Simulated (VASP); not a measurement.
# Au in VASP: notebook

Runs on Au. Level: PBEsol. Tasks: single point.

Program: VASP 6.6.1. These are calculated values, not measurements. Logs are shortened: lines on timing, memory, paths and dates and some standing lists are left out, and cuts for length are marked.

### Step 1. The cell of the first run

The cell holds a wire or tube with vacuum around it, 2 atoms: a = 11.300 Å, b = 9.300 Å, c = 2.606 Å, α = 90.00°, β = 90.00°, γ = 90.00°.

### Step 2. Single point, PBEsol, collinear spin

Contents of INCAR:

```
SYSTEM = Au
PREC = Accurate ; ENCUT = 520
EDIFF = 1E-7 ; ISMEAR = 0
SIGMA = 0.05 ; LREAL = .False.
LASPH = .True. ; NELM = 150
ALGO = Normal ; ISIF = 2
LWAVE = .False. ; LCHARG = .False.
ISPIN = 2 ; MAGMOM = 0.5 0.5
LORBIT = 11 ; LMAXMIX = 4
GGA = PS ; NBANDS = 22
```

Contents of KPOINTS:

```
Automatic mesh
0
Gamma
  1 1 23
  0 0 0
```

Contents of POSCAR:

```
Au
1.0
   11.3000000000      0.0000000000      0.0000000000
    0.0000000000      9.3000000000      0.0000000000
    0.0000000000      0.0000000000      2.6064788055
Au
2
Direct
    0.3954429173      0.5000000000      0.0000000000
    0.6045570827      0.5000000000      0.5000000000
```

Potentials or basis: VASP PAW PBE potentials, release 64 (Au).

Run with:

```console
> cat potpaw_PBE.64/Au/POTCAR > POTCAR
> mpirun -np 1 vasp_std > vasp.out
```

OUTCAR:

```text
SYSTEM = Au
   PREC = Accurate
   ENCUT = 520
   EDIFF = 1E-7
   ISMEAR = 0
   LREAL = .False.
   LASPH = .True.
   NELM = 150
   ISIF = 2
   ISPIN = 2
   LORBIT = 11
   GGA = PS

 ion  position               nearest neighbor table
   1  0.395  0.500  0.000-   2 2.70   2 2.70
   2  0.605  0.500  0.500-   1 2.70   1 2.70

  LATTYP: Found a simple orthorhombic cell.
 ALAT       =     2.6064788055
 B/A-ratio  =     3.5680320824
 C/A-ratio  =     4.3353508097

  Lattice vectors:

 A1 = (   0.0000000000,   0.0000000000,  -2.6064788055)
 A2 = (   0.0000000000,   9.3000000000,   0.0000000000)
 A3 = (  11.3000000000,   0.0000000000,   0.0000000000)

Analysis of symmetry for initial positions (statically):
=====================================================================
 Subroutine PRICEL returns:
 Original cell was already a primitive cell.

 Routine SETGRP: Setting up the symmetry group for a
 simple orthorhombic supercell.

 Subroutine GETGRP returns: Found  8 space group operations
 (whereof  4 operations were pure point group operations)
 out of a pool of  8 trial point group operations.

The static configuration has the point symmetry C_2v.
 The point group associated with its full space group is D_2h.

Analysis of symmetry for dynamics (positions and initial velocities):
=====================================================================
 Subroutine PRICEL returns:
 Original cell was already a primitive cell.

 Routine SETGRP: Setting up the symmetry group for a
 simple orthorhombic supercell.

 Subroutine GETGRP returns: Found  8 space group operations
 (whereof  4 operations were pure point group operations)
 out of a pool of  8 trial point group operations.

The dynamic configuration has the point symmetry C_2v.
 The point group associated with its full space group is D_2h.

Analysis of structural, dynamic, and magnetic symmetry:
=====================================================================
 Subroutine PRICEL returns:
 Original cell was already a primitive cell.

 Routine SETGRP: Setting up the symmetry group for a
 simple orthorhombic supercell.

 Subroutine GETGRP returns: Found  8 space group operations
 (whereof  4 operations were pure point group operations)
 out of a pool of  8 trial point group operations.

The overall configuration has the point symmetry C_2v.
 The point group associated with its full space group is D_2h.

 Subroutine INISYM returns: Found  8 space group operations
 (whereof  4 operations are pure point group operations),
 and found     1 'primitive' translations

----------------------------------------------------------------------------------------

                                     Primitive cell

  volume of cell :     273.9149

  direct lattice vectors                    reciprocal lattice vectors
    11.300000000  0.000000000  0.000000000     0.088495575  0.000000000  0.000000000
     0.000000000  9.300000000  0.000000000     0.000000000  0.107526882  0.000000000
     0.000000000  0.000000000  2.606478806     0.000000000  0.000000000  0.383659364

  length of vectors
    11.300000000  9.300000000  2.606478806     0.088495575  0.107526882  0.383659364

  position of ions in fractional coordinates (direct lattice)
     0.395442917  0.500000000  0.000000000
     0.604557083  0.500000000  0.500000000

  ion indices of the primitive-cell ions
   primitive index   ion index
                 1           1
                 2           2

----------------------------------------------------------------------------------------

 KPOINTS: Automatic mesh

Automatic generation of k-mesh.
 Grid dimensions read from file:
 generate k-points for:    1    1   23

 Generating k-lattice:

  Cartesian coordinates                     Fractional coordinates (reciprocal lattice)
     0.088495575  0.000000000  0.000000000     1.000000000  0.000000000  0.000000000
     0.000000000  0.107526882  0.000000000     0.000000000  1.000000000  0.000000000
     0.000000000  0.000000000  0.016680842     0.000000000  0.000000000  0.043478261

  Length of vectors
     0.088495575  0.107526882  0.016680842

  Shift w.r.t. Gamma in fractional coordinates (k-lattice)
     0.000000000  0.000000000  0.000000000

 Subroutine IBZKPT returns following result:
 ===========================================

 Found     12 irreducible k-points:

 Following reciprocal coordinates:
            Coordinates               Weight
  0.000000  0.000000  0.000000      1.000000
  0.000000  0.000000  0.043478      2.000000
  0.000000  0.000000  0.086957      2.000000
  0.000000  0.000000  0.130435      2.000000
  0.000000  0.000000  0.173913      2.000000
  0.000000  0.000000  0.217391      2.000000
  0.000000  0.000000  0.260870      2.000000
  0.000000  0.000000  0.304348      2.000000
  0.000000  0.000000  0.347826      2.000000
  0.000000  0.000000  0.391304      2.000000
  0.000000  0.000000  0.434783      2.000000
  0.000000  0.000000  0.478261      2.000000
   k-points           NKPTS =     12   k-points in BZ     NKDIM =     12   number of bands    NBANDS=     22
   number of dos      NEDOS =    301   number of ions     NIONS =      2
   total plane-waves  NPLWV = 117600
   dimension x,y,z NGX =    84 NGY =   70 NGZ =   20
   dimension x,y,z NGXF=   168 NGYF=  140 NGZF=   40
   ions per type =               2
   NGX,Y,Z   is equivalent  to a cutoff of  12.36, 12.51, 12.76 a.u.
   NGXF,Y,Z  is equivalent  to a cutoff of  24.72, 25.03, 25.51 a.u.
 SYSTEM =  Au
   PREC   = accura    normal or accurate (medium, high low for compatibility)
   ISTART =      0    job   : 0-new  1-cont  2-samecut
   ICHARG =      2    charge: 1-file 2-atom 10-const
   ISPIN  =      2    spin polarized calculation?
   LNONCOLLINEAR =      F non collinear calculations
   LSORBIT =      F    spin-orbit coupling
   LASPH  =      T    aspherical Exc in radial PAW
   ENCUT  =  520.0 eV  38.22 Ry    6.18 a.u.  21.01 17.29  4.85*2*pi/ulx,y,z
   NELM   =    150;   NELMIN=  2; NELMDL= -5     # of ELM steps
   EDIFF  = 0.1E-06   stopping-criterion for ELM
   LREAL  =      F    real-space projection
   EDIFFG = 0.1E-05   stopping-criterion for IOM
   NSW    =      0    number of steps for IOM
   IBRION =     -1    ionic relax: 0-MD 1-quasi-New 2-CG
   NFREE  =      0    steps in history (QN), initial steepest desc. (CG)
   ISIF   =      2    stress and relaxation
   ISYM   =      2    0-nonsym 1-usesym 2-fastsym
   POTIM  = 0.5000    time-step for ionic-motion
   TEBEG  =    0.0;   TEEND  =   0.0 temperature during run
   PSTRESS=    0.0 pullay stress
   NELECT =      22.0000    total number of electrons
   NUPDOWN=      -1.0000    fix difference up-down
   EMIN   =  10.00;   EMAX   =-10.00  energy-range for DOS
   EFERMI =   0.00;   METHOD = LEGACY
   ISMEAR =     0;   SIGMA  =   0.05  broadening in eV -4-tet -1-fermi 0-gaus
   EFERMI_NEDOS =   21; number of points for ismear=-14 and -15
   IALGO  =     38    algorithm
   IMIX   =      4    mixing-type and parameters
     AMIX     =   0.40;   BMIX     =  1.00
     AMIX_MAG =   1.60;   BMIX_MAG =  1.00
  volume/ion in A,a.u.               =     136.96       924.23
  Fermi-wavevector in a.u.,A,eV,Ry     =   0.706335  1.334779  6.788065  0.498909
  Thomas-Fermi vector in A             =   1.792087
   LORBIT       =     11    0 simple, 1 ext, 2 COOP (PROOUT), +10 PAW based schemes
   GGA     = PS    functional components
   LHFCALC =     F    Hartree Fock is set to
   AEXX    =    0.0000 exact exchange contribution
   IVDW    =     0    specifies the selected vdW correction
   LEPSILON=     F    determine dielectric tensor
   LRPA    =     F    only Hartree local field effects (RPA)
 spin polarized calculation
 Gauss-broadening in eV      SIGMA  =   0.05
  energy-cutoff  :      520.00
  volume of cell :      273.91
 maximum number of plane-waves:      7412
   NGX = 43   NGY = 35   NGZ =  9

 number of electron      22.0000005 magnetization       0.0025481

 number of electron      22.0000005 magnetization      -0.0000276

 Free energy of the ion-electron system (eV)
  ---------------------------------------------------
  ext. energy  EPLUGINS =         0.00000000
  ---------------------------------------------------
  free energy    TOTEN  =        -5.33612449 eV

  energy without entropy =       -5.33367149  energy(sigma->0) =       -5.33489799

 E-fermi :  -3.8926     XC(G=0):  -2.8585

 val. band max:       -3.8926547165   @ k =   0.0000   0.0000   0.1304
 cond. band min:      -3.8926338099   @ k =   0.0000   0.0000   0.1304
 fundamental gap:      0.0000209066
 Fermi energy:        -3.8926442632

 spin component 1

 k-point     1 :       0.0000    0.0000    0.0000
  band No.  band energies     occupation
      1     -10.2962      1.00000
      2      -9.9249      1.00000
      3      -7.7291      1.00000
      4      -7.3394      1.00000
      5      -6.4559      1.00000
      6      -6.0956      1.00000
[... 14 lines left out ...]
     21       3.8025      0.00000
     22       5.0247      0.00000

 k-point     2 :       0.0000    0.0000    0.0435
  band No.  band energies     occupation
      1     -10.2197      1.00000
      2      -9.8486      1.00000
      3      -7.7167      1.00000
      4      -7.3281      1.00000
      5      -6.4391      1.00000
      6      -6.2110      1.00000
[... 14 lines left out ...]
     21       3.8372      0.00000
     22       5.0793      0.00000

 k-point     3 :       0.0000    0.0000    0.0870
  band No.  band energies     occupation
      1      -9.9954      1.00000
      2      -9.6231      1.00000
      3      -7.6796      1.00000
      4      -7.2957      1.00000
      5      -6.4543      1.00000
      6      -6.3891      1.00000
[... 14 lines left out ...]
     21       3.9415      0.00000
     22       5.2406      0.00000
[... 176 lines left out ...]
 k-point    11 :       0.0000    0.0000    0.4348
  band No.  band energies     occupation
      1      -8.8054      1.00000
      2      -8.7491      1.00000
      3      -7.7324      1.00000
      4      -7.6855      1.00000
      5      -5.9966      1.00000
      6      -5.7707      1.00000
[... 14 lines left out ...]
     21       7.1511      0.00000
     22       7.3441      0.00000

 k-point    12 :       0.0000    0.0000    0.4783
  band No.  band energies     occupation
      1      -8.8389      1.00000
      2      -8.8216      1.00000
      3      -7.7814      1.00000
      4      -7.7664      1.00000
      5      -5.8792      1.00000
      6      -5.7719      1.00000
[... 14 lines left out ...]
     21       7.4524      0.00000
     22       7.6805      0.00000
 Fermi energy:        -3.8926442632

 spin component 2

 k-point     1 :       0.0000    0.0000    0.0000
  band No.  band energies     occupation
      1     -10.2962      1.00000
      2      -9.9249      1.00000
      3      -7.7291      1.00000
      4      -7.3394      1.00000
      5      -6.4559      1.00000
      6      -6.0956      1.00000
[... 14 lines left out ...]
     21       3.8024      0.00000
     22       5.0245      0.00000

 k-point     2 :       0.0000    0.0000    0.0435
  band No.  band energies     occupation
      1     -10.2197      1.00000
      2      -9.8486      1.00000
      3      -7.7167      1.00000
      4      -7.3281      1.00000
      5      -6.4391      1.00000
      6      -6.2110      1.00000
[... 14 lines left out ...]
     21       3.8371      0.00000
     22       5.0790      0.00000

 k-point     3 :       0.0000    0.0000    0.0870
  band No.  band energies     occupation
      1      -9.9954      1.00000
      2      -9.6231      1.00000
      3      -7.6796      1.00000
      4      -7.2957      1.00000
      5      -6.4543      1.00000
      6      -6.3891      1.00000
[... 14 lines left out ...]
     21       3.9413      0.00000
     22       5.2403      0.00000
[... 176 lines left out ...]
 k-point    11 :       0.0000    0.0000    0.4348
  band No.  band energies     occupation
      1      -8.8054      1.00000
      2      -8.7491      1.00000
      3      -7.7324      1.00000
      4      -7.6855      1.00000
      5      -5.9966      1.00000
      6      -5.7707      1.00000
[... 14 lines left out ...]
     21       7.1503      0.00000
     22       7.3438      0.00000

 k-point    12 :       0.0000    0.0000    0.4783
  band No.  band energies     occupation
      1      -8.8389      1.00000
      2      -8.8216      1.00000
      3      -7.7814      1.00000
      4      -7.7664      1.00000
      5      -5.8792      1.00000
      6      -5.7719      1.00000
[... 14 lines left out ...]
     21       7.4523      0.00000
     22       7.6805      0.00000

------------------------ aborting loop because EDIFF is reached ----------------------------------------

  FORCE on cell =-STRESS in cart. coord.  units (eV):
  Direction    XX          YY          ZZ          XY          YZ          ZX
  --------------------------------------------------------------------------------------
  -------------------------------------------------------------------------------------
  Total       -0.0297132     -0.0379075     -0.0093597      0.0000000      0.0000000      0.0000000
  in kB       -0.1737979     -0.2217279     -0.0547466      0.0000000      0.0000000      0.0000000
  external PRESSURE =      -0.1500908 kB  Pullay stress =       0.0000000 kB

 VOLUME and BASIS-vectors are now :
 -----------------------------------------------------------------------------
  energy-cutoff  :      520.00
  volume of cell :      273.91
      direct lattice vectors                 reciprocal lattice vectors
    11.300000000  0.000000000  0.000000000     0.088495575  0.000000000  0.000000000
     0.000000000  9.300000000  0.000000000     0.000000000  0.107526882  0.000000000
     0.000000000  0.000000000  2.606478806     0.000000000  0.000000000  0.383659364

 POSITION                                       TOTAL-FORCE (eV/Angst)
 -----------------------------------------------------------------------------------
      4.46850      4.65000      0.00000         0.006637      0.000000      0.000000
      6.83150      4.65000      1.30324        -0.006637      0.000000      0.000000
 -----------------------------------------------------------------------------------
    total drift:                               -0.000000      0.000000     -0.000000

  FREE ENERGIE OF THE ION-ELECTRON SYSTEM (eV)
  ---------------------------------------------------
  free  energy   TOTEN  =        -5.3361244912 eV

  energy  without entropy=       -5.3336714931  energy(sigma->0) =       -5.33489799

 total charge

# of ion       s       p       d       tot
------------------------------------------
    1        0.625   0.201   8.813   9.638
    2        0.625   0.201   8.813   9.638
--------------------------------------------------
tot          1.250   0.401  17.626  19.276

 magnetization (x)

# of ion       s       p       d       tot
------------------------------------------
    1       -0.000  -0.000  -0.000  -0.000
    2       -0.000  -0.000  -0.000  -0.000
--------------------------------------------------
tot         -0.000  -0.000  -0.000  -0.000
```

It took 5.9 min on 1 thread of Intel Xeon 8259CL, shared host; peak memory 0.46 GiB.

Results:

```
Free energy                                           : -5.3361 eV
Largest force                                         : 0.007 eV/Å
Band gap on the k mesh                                : zero (filled and empty bands overlap)
Net moment                                            : 0.00 μB per cell
Valence electrons inside the program's atomic spheres : Au 9.64
```

Forces on the atoms (eV/Å):
```
Au   0.007  0.000  0.000
Au  -0.007  0.000  0.000
```

Caveat: the PAW data sets were made with another functional, which shifts forces and pressure a little; spin-orbit coupling is left out, which moves the levels of the heavy elements.

[end of part 1 of 2]

The gap in the log of VASP goes by the Fermi energy; the results here count the filled bands.